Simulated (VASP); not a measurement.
# HgSe3 (P4/mmm) in VASP: relaxation of cell and atoms with PBE

Aim: the relaxation of cell and atoms of HgSe3 with PBE.

Everything below comes from runs of VASP 6.6.1. Logs are shortened: lines on timing, memory, paths and dates and some standing lists are left out, and cuts for length are marked.

## (1) The cell of the first run

The structure is tetragonal, space group P4/mmm (No. 123). The conventional cell has a = 4.640 Å, b = 4.640 Å, c = 4.593 Å, α = 90.00°, β = 90.00°, γ = 90.00°. Hg (site symmetry 4/mmm) has 12 Se at 3.26 to 3.28 Å within 4.3 Å. Se (site symmetry mmm) has 4 Hg at 3.26 Å and 8 Se at 3.26 to 3.28 Å within 4.3 Å. Se (site symmetry 4/mmm) has 8 Se at 3.26 Å and 4 Hg at 3.28 Å within 4.3 Å.

## (2) Relaxation of cell and atoms, PBE

INCAR

```
SYSTEM = HgSe3
ALGO     = Normal         ! electronic algorithm
EDIFF    = 1E-6           ! SCF threshold, eV
EDIFFG   = -0.04          ! ionic threshold
ENCUT    = 600            ! plane-wave cutoff, eV
GGA      = PE             ! functional
IBRION   = 2              ! ionic algorithm
ISIF     = 3              ! what is computed and relaxed
ISMEAR   = 0              ! smearing method
LASPH    = .True.         ! aspherical terms in the spheres
LCHARG   = .False.        ! write CHGCAR
LREAL    = .False.        ! projectors in reciprocal space
LWAVE    = .False.        ! write WAVECAR
NELM     = 60             ! most SCF steps
NSW      = 90             ! ionic steps
PREC     = Accurate       ! precision mode
SIGMA    = 0.1            ! smearing width, eV
```

KPOINTS

```
k-points
0
Gamma
  4 4 4
  0 0 0
```

POSCAR

```
HgSe3
1.0
    4.6403844036      0.0000000000      0.0000000000
    0.0000000000      4.6403844036      0.0000000000
    0.0000000000      0.0000000000      4.5926877286
Hg Se
1 3
Direct
    0.0000000000      0.0000000000      0.0000000000
    0.0000000000      0.5000000000      0.5000000000
    0.5000000000      0.0000000000      0.5000000000
    0.5000000000      0.5000000000      0.0000000000
```

Potentials or basis: VASP PAW PBE potentials, release 64 (Hg, Se).

Run with:

```
cat potpaw_PBE.64/Hg/POTCAR potpaw_PBE.64/Se/POTCAR > POTCAR
mpirun -np 1 vasp_std > vasp.out
```

OUTCAR:

```text
SYSTEM = HgSe3
   EDIFF = 1E-6
   EDIFFG = -0.04
   ENCUT = 600
   GGA = PE
   IBRION = 2
   ISIF = 3
   ISMEAR = 0
   LASPH = .True.
   LREAL = .False.
   NELM = 60
   NSW = 90
   PREC = Accurate

 ion  position               nearest neighbor table
   1  0.000  0.000  0.000-   2 3.26   3 3.26   2 3.26   3 3.26   2 3.26   2 3.26   3 3.26   3 3.26
                             4 3.28   4 3.28   4 3.28   4 3.28
   2  0.000  0.500  0.500-   1 3.26   1 3.26   1 3.26   1 3.26
   3  0.500  0.000  0.500-   1 3.26   1 3.26   1 3.26   1 3.26
   4  0.500  0.500  0.000-   1 3.28   1 3.28   1 3.28   1 3.28

  LATTYP: Found a simple tetragonal cell.
 ALAT       =     4.6403844036
 C/A-ratio  =     0.9897213957

  Lattice vectors:

 A1 = (   4.6403844036,   0.0000000000,   0.0000000000)
 A2 = (   0.0000000000,   4.6403844036,   0.0000000000)
 A3 = (   0.0000000000,   0.0000000000,   4.5926877286)

Analysis of symmetry for initial positions (statically):
=====================================================================
 Subroutine PRICEL returns:
 Original cell was already a primitive cell.

 Routine SETGRP: Setting up the symmetry group for a
 simple tetragonal supercell.

 Subroutine GETGRP returns: Found 16 space group operations
 (whereof 16 operations were pure point group operations)
 out of a pool of 16 trial point group operations.

The static configuration has the point symmetry D_4h.

Analysis of symmetry for dynamics (positions and initial velocities):
=====================================================================
 Subroutine PRICEL returns:
 Original cell was already a primitive cell.

 Routine SETGRP: Setting up the symmetry group for a
 simple tetragonal supercell.

 Subroutine GETGRP returns: Found 16 space group operations
 (whereof 16 operations were pure point group operations)
 out of a pool of 16 trial point group operations.

The dynamic configuration has the point symmetry D_4h.

 Subroutine INISYM returns: Found 16 space group operations
 (whereof 16 operations are pure point group operations),
 and found     1 'primitive' translations

----------------------------------------------------------------------------------------

                                     Primitive cell

  volume of cell :      98.8951

  direct lattice vectors                    reciprocal lattice vectors
     4.640384404  0.000000000  0.000000000     0.215499388  0.000000000  0.000000000
     0.000000000  4.640384404  0.000000000     0.000000000  0.215499388  0.000000000
     0.000000000  0.000000000  4.592687729     0.000000000  0.000000000  0.217737425

  length of vectors
     4.640384404  4.640384404  4.592687729     0.215499388  0.215499388  0.217737425

  position of ions in fractional coordinates (direct lattice)
     0.000000000  0.000000000  0.000000000
     0.000000000  0.500000000  0.500000000
     0.500000000  0.000000000  0.500000000
     0.500000000  0.500000000  0.000000000

  ion indices of the primitive-cell ions
   primitive index   ion index
                 1           1
                 2           2
                 3           3
                 4           4

----------------------------------------------------------------------------------------

 KPOINTS: k-points

Automatic generation of k-mesh.
 Grid dimensions read from file:
 generate k-points for:    4    4    4

 Generating k-lattice:

  Cartesian coordinates                     Fractional coordinates (reciprocal lattice)
     0.053874847  0.000000000  0.000000000     0.250000000  0.000000000  0.000000000
     0.000000000  0.053874847  0.000000000     0.000000000  0.250000000  0.000000000
     0.000000000  0.000000000  0.054434356     0.000000000  0.000000000  0.250000000

  Length of vectors
     0.053874847  0.053874847  0.054434356

  Shift w.r.t. Gamma in fractional coordinates (k-lattice)
     0.000000000  0.000000000  0.000000000

 Subroutine IBZKPT returns following result:
 ===========================================

 Found     18 irreducible k-points:

 Following reciprocal coordinates:
            Coordinates               Weight
  0.000000  0.000000  0.000000      1.000000
  0.250000  0.000000  0.000000      4.000000
  0.500000  0.000000  0.000000      2.000000
  0.250000  0.250000  0.000000      4.000000
  0.500000  0.250000  0.000000      4.000000
  0.500000  0.500000  0.000000      1.000000
[... 10 lines left out ...]
  0.500000  0.250000  0.500000      4.000000
  0.500000  0.500000  0.500000      1.000000
   k-points           NKPTS =     18   k-points in BZ     NKDIM =     18   number of bands    NBANDS=     19
   number of dos      NEDOS =    301   number of ions     NIONS =      4
   total plane-waves  NPLWV =  64000
   dimension x,y,z NGX =    40 NGY =   40 NGZ =   40
   dimension x,y,z NGXF=    80 NGYF=   80 NGZF=   80
   ions per type =               1   3
   NGX,Y,Z   is equivalent  to a cutoff of  14.33, 14.33, 14.48 a.u.
   NGXF,Y,Z  is equivalent  to a cutoff of  28.66, 28.66, 28.96 a.u.
 SYSTEM =  HgSe3
   PREC   = accura    normal or accurate (medium, high low for compatibility)
   ISTART =      0    job   : 0-new  1-cont  2-samecut
   ICHARG =      2    charge: 1-file 2-atom 10-const
   ISPIN  =      1    spin polarized calculation?
   LNONCOLLINEAR =      F non collinear calculations
   LSORBIT =      F    spin-orbit coupling
   LASPH  =      T    aspherical Exc in radial PAW
   ENCUT  =  600.0 eV  44.10 Ry    6.64 a.u.   9.27  9.27  9.17*2*pi/ulx,y,z
   NELM   =     60;   NELMIN=  2; NELMDL= -5     # of ELM steps
   EDIFF  = 0.1E-05   stopping-criterion for ELM
   LREAL  =      F    real-space projection
   EDIFFG = -.4E-01   stopping-criterion for IOM
   NSW    =     90    number of steps for IOM
   IBRION =      2    ionic relax: 0-MD 1-quasi-New 2-CG
   NFREE  =      1    steps in history (QN), initial steepest desc. (CG)
   ISIF   =      3    stress and relaxation
   ISYM   =      2    0-nonsym 1-usesym 2-fastsym
   POTIM  = 0.5000    time-step for ionic-motion
   TEBEG  =    0.0;   TEEND  =   0.0 temperature during run
   PSTRESS=    0.0 pullay stress
   NELECT =      30.0000    total number of electrons
   NUPDOWN=      -1.0000    fix difference up-down
   EMIN   =  10.00;   EMAX   =-10.00  energy-range for DOS
   EFERMI =   0.00;   METHOD = LEGACY
   ISMEAR =     0;   SIGMA  =   0.10  broadening in eV -4-tet -1-fermi 0-gaus
   EFERMI_NEDOS =   21; number of points for ismear=-14 and -15
   IALGO  =     38    algorithm
   IMIX   =      4    mixing-type and parameters
     AMIX     =   0.40;   BMIX     =  1.00
     AMIX_MAG =   1.60;   BMIX_MAG =  1.00
  volume/ion in A,a.u.               =      24.72       166.84
  Fermi-wavevector in a.u.,A,eV,Ry     =   1.099994  2.078687 16.462869  1.209987
  Thomas-Fermi vector in A             =   2.236398
   LORBIT       =      0    0 simple, 1 ext, 2 COOP (PROOUT), +10 PAW based schemes
   GGA     = PE    functional components
   LHFCALC =     F    Hartree Fock is set to
   AEXX    =    0.0000 exact exchange contribution
   IVDW    =     0    specifies the selected vdW correction
   LEPSILON=     F    determine dielectric tensor
   LRPA    =     F    only Hartree local field effects (RPA)
 conjugate gradient relaxation of ions
 non-spin polarized calculation
 Gauss-broadening in eV      SIGMA  =   0.10
  energy-cutoff  :      600.00
  volume of cell :       98.90
 maximum number of plane-waves:      3330
 NGX is ok and might be reduce to    40
   NGX = 19   NGY = 19   NGZ = 19

--------------------------------------- Ionic step        1  -------------------------------------------

 number of electron      30.0000002 magnetization

 Free energy of the ion-electron system (eV)
  ---------------------------------------------------
  ext. energy  EPLUGINS =         0.00000000
  ---------------------------------------------------
  free energy    TOTEN  =        -8.13414859 eV

  energy without entropy =       -8.11769788  energy(sigma->0) =       -8.12592324

 E-fermi :   3.0435     XC(G=0):  -9.9232

 val. band max:        3.0107741487   @ k =   0.2500   0.2500   0.2500
 cond. band min:       3.1451096870   @ k =   0.5000   0.2500   0.0000
 fundamental gap:      0.1343355383
 Fermi energy:         3.0434548235

 k-point     1 :       0.0000    0.0000    0.0000
  band No.  band energies     occupation
      1     -11.1868      2.00000
      2      -8.6760      2.00000
      3      -8.6335      2.00000
      4      -2.9357      2.00000
      5      -2.9357      2.00000
      6      -2.9349      2.00000
[... 11 lines left out ...]
     18       3.7461      0.00000
     19       8.9657      0.00000
[... 479 lines left out ...]
  FREE ENERGIE OF THE ION-ELECTRON SYSTEM (eV)
  ---------------------------------------------------
  free  energy   TOTEN  =        -8.2852777156 eV

  energy  without entropy=       -8.2698111239  energy(sigma->0) =       -8.27754442

 E-fermi :   5.0359     XC(G=0): -10.9234

 val. band max:        5.0259482752   @ k =   0.2500   0.2500   0.5000
 cond. band min:       5.1041480171   @ k =   0.2500   0.2500   0.5000
 fundamental gap:      0.0781997419
 Fermi energy:         5.0359133092

 k-point     1 :       0.0000    0.0000    0.0000
  band No.  band energies     occupation
      1     -10.6036      2.00000
      2      -8.4780      2.00000
      3      -6.9746      2.00000
      4      -3.0336      2.00000
      5      -1.6349      2.00000
      6      -1.2890      2.00000
[... 11 lines left out ...]
     18       8.8319      0.00000
     19       9.7067      0.00000
[... 357 lines left out ...]
      3      -6.9111      2.00000
      4      -1.7985      2.00000
      5      -1.7985      2.00000
      6      -1.5258      2.00000
[... 11 lines left out ...]
     18       6.1359      0.00000
     19      11.7421      0.00000

[... ionic steps 4 to 19 ...]

--------------------------------------- Ionic step       20  -------------------------------------------

 number of electron      30.0000001 magnetization

------------------------ aborting loop because EDIFF is reached ----------------------------------------

  FORCE on cell =-STRESS in cart. coord.  units (eV):
  Direction    XX          YY          ZZ          XY          YZ          ZX
  --------------------------------------------------------------------------------------
  -------------------------------------------------------------------------------------
  Total        0.2720800      0.2720800     -0.7019437      0.0000000     -0.0000000     -0.0000000
  in kB        4.9870530      4.9870530    -12.8661833      0.0000000     -0.0000000     -0.0000000
  external PRESSURE =      -0.9640258 kB  Pullay stress =       0.0000000 kB
[... 61 lines left out ...]
  energy  without entropy=       -9.0947897324  energy(sigma->0) =       -9.09948358

--------------------------------------- Ionic step       22  -------------------------------------------

 number of electron      30.0000001 magnetization

 Free energy of the ion-electron system (eV)
  ---------------------------------------------------
  ext. energy  EPLUGINS =         0.00000000
  ---------------------------------------------------
  free energy    TOTEN  =        -9.10618176 eV

  energy without entropy =       -9.09705505  energy(sigma->0) =       -9.10161840

 E-fermi :   4.0282     XC(G=0): -10.4907

 val. band max:        4.0093280864   @ k =   0.2500   0.2500   0.5000
 cond. band min:       4.0988545952   @ k =   0.0000   0.0000   0.5000
 fundamental gap:      0.0895265088
 Fermi energy:         4.0282446840

 k-point     1 :       0.0000    0.0000    0.0000
  band No.  band energies     occupation
      1     -10.8947      2.00000
      2      -9.1159      2.00000
      3      -7.8701      2.00000
      4      -3.6903      2.00000
      5      -2.3832      2.00000
      6      -2.0764      2.00000
[... 11 lines left out ...]
     18       7.5480      0.00000
     19       8.8991      0.00000
[... 403 lines left out ...]
  FREE ENERGIE OF THE ION-ELECTRON SYSTEM (eV)
  ---------------------------------------------------
  free  energy   TOTEN  =        -9.1061817552 eV

  energy  without entropy=       -9.0970550482  energy(sigma->0) =       -9.10161840

 reached required accuracy - stopping structural energy minimisation
```

It took 13 min on 1 thread of AMD EPYC 7R13 (Zen 3), shared host; peak memory 0.23 GiB.

What came out:

```
Free energy                            : -9.1062 eV
Relaxed volume                         : 21.84 Å³/atom
Relaxed cell                           : a = 5.445 Å, b = 5.445 Å, c = 2.947 Å, α = 90.00°, β = 90.00°, γ = 90.00°
Space group after relaxing (to 0.05 Å) : P4/mmm (No. 123)
Energy gained by relaxing              : 243.0 meV/atom
Ionic steps                            : 22
Pressure after relaxing                : 0.0 GPa
Band gap on the k mesh                 : zero (band 15 reaches 6.56 eV, above the bottom of band 16 at 3.71 eV)
```

Step by step:
```csv
step,energy change (eV),largest force (eV/Å),pressure (GPa),volume (Å³)
1,0.0000,0.0000,-4.58,98.90
2,-0.1510,0.0000,0.19,89.12
3,-0.1511,0.0000,-0.02,89.39
4,-0.1520,0.0000,0.02,89.38
5,-0.1556,0.0000,0.02,89.35
6,-0.1681,0.0000,0.05,89.28
7,-0.2131,0.0000,0.13,89.03
8,-0.3469,0.0000,0.74,88.18
9,-0.6373,0.0000,2.41,84.91
10,3.4690,0.0000,43.36,71.42
11,-0.6481,0.0000,2.61,84.60
12,-0.7801,0.0000,8.29,79.15
13,-0.7540,0.0000,5.78,80.80
14,-0.7959,0.0000,7.57,79.56
15,-0.8167,0.0000,7.01,80.00
16,-0.8705,0.0000,5.42,81.35
17,-0.9413,0.0000,2.61,84.10
18,-0.9566,0.0000,-1.73,89.78
19,-0.9688,0.0000,-0.24,87.58
20,-0.9688,0.0000,-0.10,87.41
21,-0.9700,0.0000,-0.09,87.40
22,-0.9720,0.0000,0.01,87.37
```

Final structure:
```xyz
4
Lattice="5.4451 0.0000 0.0000 0.0000 5.4451 0.0000 0.0000 0.0000 2.9470" Properties=species:S:1:pos:R:3 pbc="T T T"
Hg    0.0000    0.0000    0.0000
Se    5.4451    2.7225    1.4735
Se    2.7225    0.0000    1.4735
Se    2.7225    2.7225    0.0000
```

Caveat: spin-orbit coupling is left out, which moves the levels of the heavy elements.
